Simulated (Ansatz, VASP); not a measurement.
**SnTe: VASP beside Ansatz**

INCAR

```
  ALGO = Normal
  EDIFF = 1E-6
  ENCUT = 520
  ISIF = 2
  ISMEAR = -1
  LASPH = T
  LCHARG = F
  LREAL = F
  LWAVE = F
  NBANDS = 17
  NELM = 60
  PREC = Accurate
  SIGMA = 0.08
```

KPOINTS

```
k-points
0
Gamma
  11 11 11
```

POSCAR

```
SnTe
1.0
    0.0000000000      3.1459430650      3.1459430650
    3.1459430650      0.0000000000      3.1459430650
    3.1459430650      3.1459430650      0.0000000000
Sn Te
1 1
Direct
    0.0000000000      0.0000000000      0.0000000000
    0.5000000000      0.5000000000      0.5000000000
```

Input for Ansatz:

```yaml
crystal:
  lattice:
    - [0.0, 3.145943065, 3.145943065]
    - [3.145943065, 0.0, 3.145943065]
    - [3.145943065, 3.145943065, 0.0]
  atoms:
    - { symbol: Sn, position: [0.0, 0.0, 0.0] }
    - { symbol: Te, position: [0.5, 0.5, 0.5] }
kpoints:
  mp_grid: { grid: [11, 11, 11] }
  band_path:
    path:
      - [0.0, 0.0, 0.0]
      - [0.5, 0.0, 0.5]
      - [0.625, 0.25, 0.625]
      - [0.375, 0.375, 0.75]
      - [0.0, 0.0, 0.0]
      - [0.5, 0.5, 0.5]
      - [0.5, 0.25, 0.75]
      - [0.5, 0.0, 0.5]
    npoints: 5
scf:
  occupations: { method: fermi_dirac, width: 0.08 }
hamiltonian:
  xc: lda
  pseudopotentials: { kind: all_electron, lapw: { basis_error: 0.00025 } }
output:
  forces: true
  stress: true
  eigenvalues: true
```

Change from the starting cell: volume scaled by 0.99.

Alike in both runs: task single point; functional LDA; k mesh 11 × 11 × 11; occupations fermi-dirac, width 0.08 eV; no spin polarisation.

```csv
,VASP,Ansatz
version,VASP 6.6.1,Ansatz 0.2.0
potentials or method,"VASP PAW LDA potentials, release 64 (Sn_d, Te), cutoff 520 eV","all-electron LAPW, scalar-relativistic"
```

```tsv
	VASP	Ansatz	Ansatz less VASP
pressure (GPa)	-1.3	-1.3	-0.02
```

LDA's correlation is that of Perdew and Zunger in VASP and of Perdew and Wang (1992) in Ansatz. Ansatz ran all-electron here, and VASP with PAW potentials.

Neither program's run includes spin-orbit coupling.
